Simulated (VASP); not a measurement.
## BiW: single point with PBE

The system is BiW.

```
W Bi
1.0
     5.39211    0.00000    0.00000
     0.00000    6.52123    0.00000
     0.03265    0.00000    5.66854
W Bi
2 2
Direct
  0.00000 0.18200 0.25000
  0.00000 0.81800 0.75000
  0.50000 0.68000 0.25000
  0.50000 0.32000 0.75000
```

```yaml
Program: VASP 6.6.1
Task: single point
Functional: PBE
Potentials_or_basis: VASP PAW PBE potentials, release 64 (W_sv, Bi_d)
Cutoff: 520 eV
k_mesh: 4 × 3 × 3
Occupations: fermi-dirac, width 0.1 eV
Spin: no spin polarisation
```

```yaml
Pressure: -13.7 GPa
Largest_force: 1.726 eV/Å
Band_gap_on_the_k_mesh: zero (bands 29 and 30 overlap by 0.19 eV)
```

Forces in eV/Å, atoms in the order of the input:
```
W    0.000 -1.726  0.000
W    0.000  1.726  0.000
Bi   0.000 -0.117  0.000
Bi   0.000  0.117  0.000
```

Stress tensor (GPa, compression positive):
```
-11.07   0.00   0.06
  0.00 -14.00   0.00
  0.06   0.00 -16.01
```

Levels at points of the mesh, in eV from the Fermi level:
```tsv
k point	band 25	band 26	band 27	band 28	band 29	band 30	band 31	band 32	band 33	band 34
(0.00, 0.00, 0.00)	-0.91	-0.63	-0.53	-0.30	-0.29	-0.14	0.02	0.29	0.37	0.61
(0.50, 0.00, 0.00)	-0.65	-0.41	-0.20	-0.12	-0.01	0.25	0.60	0.67	0.73	0.78
```

Run time: 64 s on 1 thread of Intel(R) Xeon(R) Platinum 8488C (Sapphire Rapids) (shared host), peak memory 0.31 GiB.

Caveat: the k points lie up to 0.37 Å⁻¹ apart; spin-orbit coupling is left out, which moves the levels of the heavy elements; forces of over 1 eV/Å act on the atoms, so gaps and moduli don't describe the material at rest.
